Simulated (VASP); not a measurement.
# NaI: single point with HSE06

NaI:

```
Na I
1.0
     4.02680    0.00000    0.00000
     0.00000    4.04054    0.00000
     0.00000    0.00000    4.04054
Na I
1 1
Direct
  0.00000 0.00000 0.00000
  0.50000 0.50000 0.50000
```

This cell differs from its parent crystal: uniaxial x strain -0.3%.

| Item | Value |
| --- | --- |
| Program | VASP 6.6.1 |
| Task | single point |
| Functional | HSE06 |
| Potentials or basis | VASP PAW PBE potentials, release 64 (Na_pv, I) |
| Cutoff | 520 eV |
| k mesh | 4 × 4 × 4 |
| Occupations | gaussian, width 0.01 eV |
| Spin | no spin polarisation |
| Dipole correction | no |
| Grid for exact exchange (PRECFOCK) | Normal |
| Further INCAR settings | ALGO = Normal; EDIFF = 1e-06; NBANDS = 14 |
| Share of exact exchange | 0.25 |
| Screening parameter | 0.2079 1/Å |

```
Pressure               : 0.3 GPa
Band gap on the k mesh : 3.21 eV (least direct gap 3.65 eV)
```

Stress tensor (GPa, compression positive):
```
0.37 0.00 0.00
0.00 0.19 0.00
0.00 0.00 0.19
```

Levels at points of the mesh, in eV from the valence-band top:
```
           k point  band 3  band 4  band 5  band 6  band 7  band 8  band 9  band 10  band 11  band 12
(0.00, 0.00, 0.00)  -26.19  -12.86   -0.73   -0.73   -0.70    3.21    6.48     6.51    12.48    12.48
(0.50, 0.00, 0.00)  -26.19  -12.48   -3.54   -0.37   -0.37    5.57    7.43     8.04     8.96     8.96
(0.00, 0.50, 0.00)  -26.19  -12.49   -3.53   -0.38   -0.35    5.58    7.43     8.04     8.95     9.01
(0.50, 0.50, 0.00)  -26.18  -12.16   -2.83   -2.82   -0.02    3.66    8.01     9.37     9.38     9.96
(0.00, 0.50, 0.50)  -26.19  -12.17   -2.83   -2.83    0.00    3.65    8.04     9.40     9.40    10.01
(0.50, 0.50, 0.50)  -26.19  -11.86   -2.31   -2.29   -2.29    5.05    5.05     5.05     7.73    14.94
```

It took 18 min on 1 thread of Oxide Virtual Turin-like Processor, on a shared host, peak memory 0.25 GiB.

Caveat: the cell differs from its parent crystal (uniaxial x strain -0.3%); the structure was generated, so it needn't be the stable form of NaI; the PAW data sets were made with another functional, which shifts forces and pressure a little; spin-orbit coupling is left out, which moves the levels of the heavy elements. A k mesh can miss the band edges.
